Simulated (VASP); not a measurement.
# GaSb (qe600) (F-43m) in VASP: vibrations by perturbation theory with LDA

Aim: the vibrations by perturbation theory of GaSb (qe600) with LDA.

Everything below comes from runs of VASP 6.6.1. Logs are shortened: lines on timing, memory, paths and dates and some standing lists are left out, and cuts for length are marked.

## (1) The cell of the first run

It takes space group F-43m (No. 216, cubic). Conventional cell: a = 6.047 Å, b = 6.047 Å, c = 6.047 Å, α = 90.00°, β = 90.00°, γ = 90.00°. Ga (site symmetry -43m) has 4 Sb at 2.62 Å within 3.5 Å. Sb (site symmetry -43m) has 4 Ga at 2.62 Å within 3.5 Å.

## (2) Vibrations by perturbation theory, LDA

Contents of INCAR:

```
SYSTEM = GaSb
  ALGO = Normal
  EDIFF = 1E-8
  ENCUT = 520
  IBRION = 8
  ISIF = 2
  ISMEAR = 0
  LASPH = .TRUE.
  LCHARG = .FALSE.
  LREAL = .FALSE.
  LWAVE = .FALSE.
  NELM = 60
  NSW = 1
  PREC = Accurate
  SIGMA = 0.01
```

Contents of KPOINTS:

```
k-points
0
G
  8 8 8
  0 0 0
```

Contents of POSCAR:

```
GaSb
1.0
    0.0000000000      3.0234255705      3.0234255705
    3.0234255705      0.0000000000      3.0234255705
    3.0234255705      3.0234255705      0.0000000000
Ga Sb
1 1
Direct
    0.0000000000      0.0000000000      0.0000000000
    0.2500000000      0.2500000000      0.2500000000
```

Potentials or basis: VASP PAW LDA potentials, release 64 (Ga_d, Sb).

Started as:

```bash
$ cat potpaw_LDA.64/Ga_d/POTCAR potpaw_LDA.64/Sb/POTCAR > POTCAR
$ mpirun -np 1 vasp_std > vasp.out
```

OUTCAR:

```text
SYSTEM = GaSb
   EDIFF = 1E-8
   ENCUT = 520
   IBRION = 8
   ISIF = 2
   ISMEAR = 0
   LASPH = .TRUE.
   LREAL = .FALSE.
   NELM = 60
   NSW = 1
   PREC = Accurate

 ion  position               nearest neighbor table
   1  0.000  0.000  0.000-   2 2.62   2 2.62   2 2.62   2 2.62
   2  0.250  0.250  0.250-   1 2.62   1 2.62   1 2.62   1 2.62

  LATTYP: Found a face centered cubic cell.
 ALAT       =     6.0468511410

  Lattice vectors:

 A1 = (   0.0000000000,   3.0234255705,   3.0234255705)
 A2 = (   3.0234255705,   0.0000000000,   3.0234255705)
 A3 = (   3.0234255705,   3.0234255705,   0.0000000000)

Analysis of symmetry for initial positions (statically):
=====================================================================
 Subroutine PRICEL returns:
 Original cell was already a primitive cell.

 Routine SETGRP: Setting up the symmetry group for a
 face centered cubic supercell.

 Subroutine GETGRP returns: Found 24 space group operations
 (whereof 24 operations were pure point group operations)
 out of a pool of 48 trial point group operations.

The static configuration has the point symmetry T_d .

Analysis of symmetry for dynamics (positions and initial velocities):
=====================================================================
 Subroutine PRICEL returns:
 Original cell was already a primitive cell.

 Routine SETGRP: Setting up the symmetry group for a
 face centered cubic supercell.

 Subroutine GETGRP returns: Found 24 space group operations
 (whereof 24 operations were pure point group operations)
 out of a pool of 48 trial point group operations.

The dynamic configuration has the point symmetry T_d .

 Subroutine INISYM returns: Found 24 space group operations
 (whereof 24 operations are pure point group operations),
 and found     1 'primitive' translations

----------------------------------------------------------------------------------------
[... 544 lines left out ...]
  external PRESSURE =       2.2432189 kB  Pullay stress =       0.0000000 kB

 VOLUME and BASIS-vectors are now :
 -----------------------------------------------------------------------------
  energy-cutoff  :      520.00
  volume of cell :       55.27
      direct lattice vectors                 reciprocal lattice vectors
     0.000000000  3.023425571  3.023425571    -0.165375330  0.165375330  0.165375330
     3.023425571  0.000000000  3.023425571     0.165375330 -0.165375330  0.165375330
     3.023425571  3.023425571  0.000000000     0.165375330  0.165375330 -0.165375330

 POSITION                                       TOTAL-FORCE (eV/Angst)
 -----------------------------------------------------------------------------------
      0.00000      0.00000      0.00000        -0.000000     -0.000000     -0.000000
      1.51171      1.51171      1.51171         0.000000      0.000000      0.000000
 -----------------------------------------------------------------------------------
    total drift:                                0.000000      0.000000      0.000000

  FREE ENERGIE OF THE ION-ELECTRON SYSTEM (eV)
  ---------------------------------------------------
  free  energy   TOTEN  =        -8.6663534503 eV

  energy  without entropy=       -8.6663534503  energy(sigma->0) =       -8.66635345

[... ionic steps 2 to 3 ...]

--------------------------------------- Ionic step        4  -------------------------------------------

------------------------ aborting loop because EDIFF is reached ----------------------------------------

[... ionic steps 5 to 6 ...]

--------------------------------------- Ionic step        7  -------------------------------------------

 Free energy of the ion-electron system (eV)
  ---------------------------------------------------
  ---------------------------------------------------
  free energy    TOTEN  =        -0.02649621 eV

  energy without entropy =       -0.02649621

------------------------ aborting loop because EDIFF is reached ----------------------------------------

 INTERNAL STRAIN TENSOR  FOR ION    2  DIRECTION 1   (eV/Angst):
 -----------------------------------------------------------------------------
     0.01454  0.00000  0.00000
     0.00000 -0.00437 -7.07283
     0.00000 -7.07283 -0.00437

 INTERNAL STRAIN TENSOR FOR ION    2 for displacements in x,y,z  (eV/Angst):
          X           Y           Z          XY          YZ          ZX
  --------------------------------------------------------------------------------
  x    -0.00000    -0.00000    -0.00000     0.00000    -7.07283     0.00000
  y    -0.00000    -0.00000    -0.00000     0.00000     0.00000    -7.07283
  z    -0.00000    -0.00000    -0.00000    -7.07283     0.00000     0.00000

 SECOND DERIVATIVES (NOT SYMMETRIZED)
 ------------------------------------
               1X          1Y          1Z          2X          2Y          2Z
  1X    -8.457382    0.000000    0.000000    8.457382    0.000000    0.000000
  1Y     0.000000   -8.457382    0.000000    0.000000    8.457382    0.000000
  1Z     0.000000    0.000000   -8.457382    0.000000    0.000000    8.457382
  2X     8.524306    0.000000    0.000000   -8.524306    0.000000    0.000000
  2Y     0.000000    8.524306    0.000000    0.000000   -8.524306    0.000000
  2Z     0.000000    0.000000    8.524306    0.000000    0.000000   -8.524306

 Eigenvectors and eigenvalues of the dynamical matrix
 ----------------------------------------------------

   1 f  =    6.837944 THz    42.964070 2PiTHz  228.089264 cm-1    28.279452 meV
             X         Y         Z           dx          dy          dz
      0.000000  0.000000  0.000000    -0.000000   -0.000000   -0.796261
      1.511713  1.511713  1.511713    -0.000000   -0.000000    0.604953
[... 21 lines left out ...]
   6 f/i=    0.012981 THz     0.081562 2PiTHz    0.432998 cm-1     0.053685 meV
             X         Y         Z           dx          dy          dz
      0.000000  0.000000  0.000000    -0.179704   -0.388189    0.427766
      1.511713  1.511713  1.511713    -0.236533   -0.510948    0.563042

--------------------------------------------------------------------------------------------------------

 ELASTIC MODULI CONTR FROM IONIC RELAXATION (kBar)
 Direction    XX          YY          ZZ          XY          YZ          ZX
 --------------------------------------------------------------------------------
 XX          -0.0000     -0.0000     -0.0000      0.0000      0.0000      0.0000
 YY          -0.0000     -0.0000     -0.0000      0.0000      0.0000     -0.0000
 ZZ          -0.0000     -0.0000     -0.0000     -0.0000      0.0000      0.0000
 XY           0.0000      0.0000     -0.0000   -173.5086      0.0000      0.0000
 YZ           0.0000      0.0000      0.0000      0.0000   -173.5086      0.0000
 ZX           0.0000     -0.0000      0.0000      0.0000      0.0000   -173.5086
 --------------------------------------------------------------------------------
```

OSZICAR:

```text
N       E                     dE             d eps       ncg     rms          rms(c)
DAV:   1     0.764456714311E+02    0.76446E+02   -0.89592E+03   778   0.165E+03
DAV:   2    -0.306193767940E+01   -0.79508E+02   -0.77129E+02   872   0.310E+02
[... 44 lines left out ...]
RMM:   5    -0.265045817899E-01   -0.88302E-05   -0.48957E-06  5032   0.193E-02    0.317E-03
RMM:   6    -0.264979160344E-01    0.66658E-05   -0.27646E-06  4864   0.554E-03    0.730E-04
RMM:   7    -0.264968399989E-01    0.10760E-05   -0.44642E-07  4939   0.165E-03    0.340E-04
RMM:   8    -0.264961662713E-01    0.67373E-06   -0.97814E-08  4866   0.623E-04    0.661E-05
RMM:   9    -0.264962022831E-01   -0.36012E-07    0.19755E-08  4870   0.199E-04    0.253E-05
RMM:  10    -0.264962158382E-01   -0.13555E-07   -0.76244E-09  4765   0.692E-05    0.298E-06
RMM:  11    -0.264962080299E-01    0.78084E-08   -0.70442E-12  4978   0.234E-05    0.232E-06
 Linear response finished
```

stdout:

```text
POSCAR found type information on POSCAR GaSb
 POSCAR found :  2 types and       2 ions
 scaLAPACK will be used
 LDA part: xc-table for (Slater(with rela. corr.)+CA(PZ))
 , standard interpolation
 POSCAR, INCAR and KPOINTS ok, starting setup
 FFT: planning ... GRIDC
 FFT: planning ... GRID_SOFT
 FFT: planning ... GRID
 WAVECAR not read
 entering main loop
 Linear response reoptimize wavefunctions to high precision
 Linear response DOF=           2
 Linear response progress:
 first order change of Fermi-energy   0.16916E-03
 force on displaced ion       1 direction 1 :  -8.457  -0.000  -0.000
 Linear response progress:
 first order change of Fermi-energy  -0.11557E-04
 force on displaced ion       2 direction 1 :  -8.524  -0.000  -0.000
 Linear response finished
```

It took 1.9 min on 1 thread of Intel Xeon 6975P-C, shared host; peak memory 0.32 GiB.

Results:

- Highest phonon frequency at Γ, LO-TO splitting left out: 228 cm⁻¹

Phonon frequencies in cm⁻¹ (negative: imaginary):
```csv
q point,frequencies
"(0.000, 0.000, 0.000)",0 0 0 228 228 228
```

Caveat: spin-orbit coupling is left out, which moves the levels of the heavy elements.
